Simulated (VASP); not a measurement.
# P in VASP: notebook

Runs on P. Level: PBEsol+D3(BJ). Tasks: single point, relaxation of cell and atoms.

All numbers are computed with VASP 6.6.1; they aren't measurements. Logs are shortened: lines on timing, memory, paths and dates and some standing lists are left out, and cuts for length are marked.

## 1. The cell of the first run

It takes space group Pm-3m (No. 221, cubic). Conventional cell: a = 2.391 Å, b = 2.391 Å, c = 2.391 Å, α = 90.00°, β = 90.00°, γ = 90.00°. P (site symmetry m-3m) has 6 P at 2.39 Å within 3.2 Å.

## 2. Single point, PBEsol+D3(BJ)

Input file INCAR:

```
SYSTEM = P
ALGO = Normal
EDIFF = 1E-6
ENCUT = 520
GGA = PS
ISIF = 2
ISMEAR = 0
IVDW = 12
LASPH = .TRUE.
LCHARG = .TRUE.
LELF = .TRUE.
LREAL = .FALSE.
LVHAR = .TRUE.
LWAVE = .FALSE.
NBANDS = 8
NELM = 80
PREC = Accurate
SIGMA = 0.1
```

Input file KPOINTS:

```
k-points
0
G
  18 18 18
  0 0 0
```

Input file POSCAR:

```
P
1.0
    2.3904808298      0.0000000000      0.0000000000
    0.0000000000      2.3904808298      0.0000000000
    0.0000000000      0.0000000000      2.3906484180
P
1
Direct
    0.0000000000      0.0000000000      0.0000000000
```

Potentials or basis: VASP PAW PBE potentials, release 64 (P).

Command:

```console
$ cat potpaw_PBE.64/P/POTCAR > POTCAR
$ mpirun -np 1 vasp_std > vasp.out
```

OUTCAR:

```text
SYSTEM = P
   EDIFF = 1E-6
   ENCUT = 520
   GGA = PS
   ISIF = 2
   ISMEAR = 0
   IVDW = 12
   LASPH = .TRUE.
   LREAL = .FALSE.
   NELM = 80
   PREC = Accurate
 IVDW          = 12

 ion  position               nearest neighbor table
   1  0.000  0.000  0.000-

  LATTYP: Found a simple tetragonal cell.
 ALAT       =     2.3904808298
 C/A-ratio  =     1.0000701065

  Lattice vectors:

 A1 = (   2.3904808298,   0.0000000000,   0.0000000000)
 A2 = (   0.0000000000,   2.3904808298,   0.0000000000)
 A3 = (   0.0000000000,   0.0000000000,   2.3906484180)

Analysis of symmetry for initial positions (statically):
=====================================================================
 Subroutine PRICEL returns:
 Original cell was already a primitive cell.

 Routine SETGRP: Setting up the symmetry group for a
 simple tetragonal supercell.

 Subroutine GETGRP returns: Found 16 space group operations
 (whereof 16 operations were pure point group operations)
 out of a pool of 16 trial point group operations.

The static configuration has the point symmetry D_4h.

Analysis of symmetry for dynamics (positions and initial velocities):
=====================================================================
 Subroutine PRICEL returns:
 Original cell was already a primitive cell.

 Routine SETGRP: Setting up the symmetry group for a
 simple tetragonal supercell.

 Subroutine GETGRP returns: Found 16 space group operations
 (whereof 16 operations were pure point group operations)
 out of a pool of 16 trial point group operations.

The dynamic configuration has the point symmetry D_4h.

 Subroutine INISYM returns: Found 16 space group operations
 (whereof 16 operations are pure point group operations),
 and found     1 'primitive' translations

----------------------------------------------------------------------------------------

                                     Primitive cell

  volume of cell :      13.6611

  direct lattice vectors                    reciprocal lattice vectors
     2.390480830  0.000000000  0.000000000     0.418325881  0.000000000  0.000000000
     0.000000000  2.390480830  0.000000000     0.000000000  0.418325881  0.000000000
     0.000000000  0.000000000  2.390648418     0.000000000  0.000000000  0.418296556

  length of vectors
     2.390480830  2.390480830  2.390648418     0.418325881  0.418325881  0.418296556

  position of ions in fractional coordinates (direct lattice)
     0.000000000  0.000000000  0.000000000

  ion indices of the primitive-cell ions
[... 78 lines left out ...]
   IBRION =     -1    ionic relax: 0-MD 1-quasi-New 2-CG
   NFREE  =      0    steps in history (QN), initial steepest desc. (CG)
   ISIF   =      2    stress and relaxation
   ISYM   =      2    0-nonsym 1-usesym 2-fastsym
   POTIM  = 0.5000    time-step for ionic-motion
   TEBEG  =    0.0;   TEEND  =   0.0 temperature during run
   PSTRESS=    0.0 pullay stress
   NELECT =       5.0000    total number of electrons
   NUPDOWN=      -1.0000    fix difference up-down
   EMIN   =  10.00;   EMAX   =-10.00  energy-range for DOS
   EFERMI =   0.00;   METHOD = LEGACY
   ISMEAR =     0;   SIGMA  =   0.10  broadening in eV -4-tet -1-fermi 0-gaus
   EFERMI_NEDOS =   21; number of points for ismear=-14 and -15
   IALGO  =     38    algorithm
   IMIX   =      4    mixing-type and parameters
     AMIX     =   0.40;   BMIX     =  1.00
     AMIX_MAG =   1.60;   BMIX_MAG =  1.00
  volume/ion in A,a.u.               =      13.66        92.19
  Fermi-wavevector in a.u.,A,eV,Ry     =   1.171034  2.212933 18.657942  1.371320
  Thomas-Fermi vector in A             =   2.307484
   LORBIT       =      0    0 simple, 1 ext, 2 COOP (PROOUT), +10 PAW based schemes
   GGA     = PS    functional components
   LHFCALC =     F    Hartree Fock is set to
   AEXX    =    0.0000 exact exchange contribution
   IVDW    =    12    specifies the selected vdW correction
   LEPSILON=     F    determine dielectric tensor
   LRPA    =     F    only Hartree local field effects (RPA)
 non-spin polarized calculation
 Gauss-broadening in eV      SIGMA  =   0.10
  energy-cutoff  :      520.00
  volume of cell :       13.66
 maximum number of plane-waves:       380
 NGX is ok and might be reduce to    18
   NGX =  9   NGY =  9   NGZ =  9

 number of electron       4.9999999 magnetization

 Free energy of the ion-electron system (eV)
  ---------------------------------------------------
  ext. energy  EPLUGINS =         0.00000000
  ---------------------------------------------------
  free energy    TOTEN  =        -5.75696575 eV

  energy without entropy =       -5.75519642  energy(sigma->0) =       -5.75608109

 E-fermi :  10.4418     XC(G=0): -11.6558

 val. band max:       10.4116202486   @ k =   0.5000   0.2778   0.1111
 cond. band min:      10.4472320480   @ k =   0.5000   0.4444   0.5000
 fundamental gap:      0.0356117994
 Fermi energy:        10.4417686334

 k-point     1 :       0.0000    0.0000    0.0000
  band No.  band energies     occupation
      1      -6.6567      2.00000
      2      15.8846      0.00000
      3      15.8878      0.00000
      4      15.8878      0.00000
      5      17.2723      0.00000
      6      17.2732      0.00000
      7      25.3758      0.00000
      8      35.8937      0.00000
[... 243 lines left out ...]
 k-point    24 :       0.3333    0.1111    0.0000
  band No.  band energies     occupation
      1      -3.7716      2.00000
      2       4.8455      2.00000
      3      14.4784      0.00000
      4      18.0635      0.00000
      5      21.3474      0.00000
      6      24.1647      0.00000
      7      27.3131      0.00000
      8      27.7265      0.00000

 [... further k-points ...]

------------------------ aborting loop because EDIFF is reached ----------------------------------------

 Edisp (eV)   -0.41501

 E8    (eV) :    -0.2462

  FORCE on cell =-STRESS in cart. coord.  units (eV):
  Direction    XX          YY          ZZ          XY          YZ          ZX
  --------------------------------------------------------------------------------------
  -------------------------------------------------------------------------------------
  Total       0.00892     0.00892     0.00766     0.00000     0.00000     0.00000
  in kB       1.04635     1.04635     0.89869     0.00000     0.00000     0.00000
  external pressure =        1.00 kB  Pullay stress =        0.00 kB

 VOLUME and BASIS-vectors are now :
 -----------------------------------------------------------------------------
  energy-cutoff  :      520.00
  volume of cell :       13.66
      direct lattice vectors                 reciprocal lattice vectors
     2.390480830  0.000000000  0.000000000     0.418325881  0.000000000  0.000000000
     0.000000000  2.390480830  0.000000000     0.000000000  0.418325881  0.000000000
     0.000000000  0.000000000  2.390648418     0.000000000  0.000000000  0.418296556

 POSITION                                       TOTAL-FORCE (eV/Angst)
 -----------------------------------------------------------------------------------
      0.00000      0.00000      0.00000         0.000000      0.000000      0.000000
 -----------------------------------------------------------------------------------
    total drift:                                0.000000      0.000000      0.000000

  FREE ENERGIE OF THE ION-ELECTRON SYSTEM (eV)
  ---------------------------------------------------
  free  energy   TOTEN  =        -6.1719797057 eV

  energy  without entropy=       -6.1702103726  energy(sigma->0) =       -6.17109504
```

OSZICAR:

```text
N       E                     dE             d eps       ncg     rms          rms(c)
DAV:   1     0.619814272147E-01    0.61981E-01   -0.21929E+03  9344   0.456E+02
DAV:   2    -0.571848739265E+01   -0.57805E+01   -0.54833E+01 12768   0.495E+01
DAV:   3    -0.576976912350E+01   -0.51282E-01   -0.51216E-01  9968   0.516E+00
DAV:   4    -0.576983470257E+01   -0.65579E-04   -0.65578E-04 14160   0.198E-01
DAV:   5    -0.576983475686E+01   -0.54291E-07   -0.53249E-07  9952   0.307E-03    0.508E+00
DAV:   6    -0.576168111020E+01    0.81536E-02   -0.87211E-04 11088   0.207E-01    0.299E+00
DAV:   7    -0.575693960637E+01    0.47415E-02   -0.19057E-03  9136   0.337E-01    0.879E-02
DAV:   8    -0.575696391195E+01   -0.24306E-04   -0.42369E-05 13432   0.574E-02    0.164E-02
DAV:   9    -0.575696569440E+01   -0.17824E-05   -0.12300E-06 10592   0.920E-03    0.201E-03
DAV:  10    -0.575696575201E+01   -0.57610E-07   -0.36721E-08  6096   0.140E-03
   1 F= -.61719797E+01 E0= -.61710950E+01  d E =-.176933E-02
```

Run time: 21 s. Hardware: 1 thread of Intel Xeon Platinum 8375C at 2.90GHz (Ice Lake), shared host; peak memory 0.16 GiB.

What came out:

| Item | Value |
| --- | --- |
| Free energy | -6.1720 eV |
| Pressure | 0.1 GPa |
| Dispersion energy per atom | -0.415 eV |

Caveat: the PAW data sets were made with another functional, which shifts forces and pressure a little; pairwise dispersion overbinds metals, which lowers pressure and volume.

## 3. Relaxation of cell and atoms, PBEsol+D3(BJ)

Input file INCAR:

```
SYSTEM = P
PREC = Accurate ; ENCUT = 600
EDIFF = 1E-6 ; ISMEAR = 0
SIGMA = 0.1 ; LREAL = .FALSE.
LASPH = .TRUE. ; NELM = 80
ALGO = Normal ; ISIF = 3
LWAVE = .FALSE. ; LCHARG = .FALSE.
GGA = PS ; IVDW = 12
IBRION = 2 ; NSW = 100
EDIFFG = -0.005
```

Input file KPOINTS:

```
regular mesh
0
G
  18 18 18
  0 0 0
```

Input file POSCAR:

```
P
1.0
    2.3915675751      0.0000000000      0.0000000000
    0.0000000000      2.3915675751      0.0000000000
    0.0000000000      0.0000000000      2.3924493948
P
1
Direct
    0.0000000000      0.0000000000      0.0000000000
```

Potentials or basis: VASP PAW PBE potentials, release 64 (P).

Command:

```console
$ cat potpaw_PBE.64/P/POTCAR > POTCAR
$ mpirun -np 1 vasp_std > vasp.out
```

Run time: 25 s. Hardware: 1 thread of Intel Xeon Platinum 8375C at 2.90GHz (Ice Lake), shared host; peak memory 0.17 GiB.

Results (log left out):

```
Free energy                            : -6.1721 eV
Relaxed volume                         : 13.67 Å³/atom
Relaxed cell                           : a = 2.391 Å, b = 2.391 Å, c = 2.391 Å, α = 90.00°, β = 90.00°, γ = 90.00°
Space group after relaxing (to 0.05 Å) : Pm-3m (No. 221)
Energy gained by relaxing              : 0.0 meV/atom
Ionic steps                            : 2
Pressure after relaxing                : 0.1 GPa
Dispersion energy per atom             : -0.415 eV
```

Final structure:
```xyz
1
Lattice="2.3909 0.0000 0.0000 0.0000 2.3909 0.0000 0.0000 0.0000 2.3910" Properties=species:S:1:pos:R:3 pbc="T T T"
P     0.0000    0.0000    0.0000
```

Levels at points of the mesh, in eV from the Fermi level:
```csv
k point,band 1,band 2,band 3,band 4,band 5,band 6
"(0.00, 0.00, 0.00)",-17.09,5.44,5.44,5.44,6.83,6.83
"(0.50, 0.00, 0.00)",-12.41,-9.19,8.55,8.55,9.57,14.72
"(0.50, 0.50, 0.00)",-7.30,-5.51,-5.51,0.57,11.44,17.44
"(0.00, 0.00, 0.50)",-12.41,-9.19,8.55,8.55,9.57,14.72
"(0.50, 0.00, 0.50)",-7.30,-5.51,-5.51,0.57,11.44,17.44
"(0.50, 0.50, 0.50)",-2.16,-2.16,-2.15,-0.79,4.50,4.50
```

Caveat: the PAW data sets were made with another functional, which shifts forces and pressure a little; pairwise dispersion overbinds metals, which lowers pressure and volume.
